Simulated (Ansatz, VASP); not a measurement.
# BaTe in VASP and in Ansatz

```
Ba Te
1.0
     0.00000    3.40821    3.40821
     3.40821    0.00000    3.40821
     3.40821    3.40821    0.00000
Ba Te
1 1
Direct
  0.00000 0.00000 0.00000
  0.50000 0.50000 0.50000
```

Alike in both runs: task single point; functional PBE; k mesh 7 × 7 × 7; occupations methfessel-paxton of order 1, width 0.0394 eV; no spin polarisation.

|  | VASP | Ansatz |
| --- | --- | --- |
| version | VASP 6.6.1 | Ansatz 0.2.0 |
| potentials or method | VASP PAW PBE potentials, release 64 (Ba_sv, Te), cutoff 520 eV | PAW plane waves |
| valence electrons in the cell | 16 | 26 |

Ansatz gave:

```
gap on the k mesh at the Fermi level (eV) : 1.48
pressure (GPa)                            : 3.9
```

Task: What did VASP give for the same quantities?

Result: gap on the k mesh at the Fermi level (eV): 1.38; pressure (GPa): 4.3.

VASP's potentials hold 16 valence electrons a cell and Ansatz's 26, so a difference there can come from the potentials and not from the codes.

Neither program's run includes spin-orbit coupling.
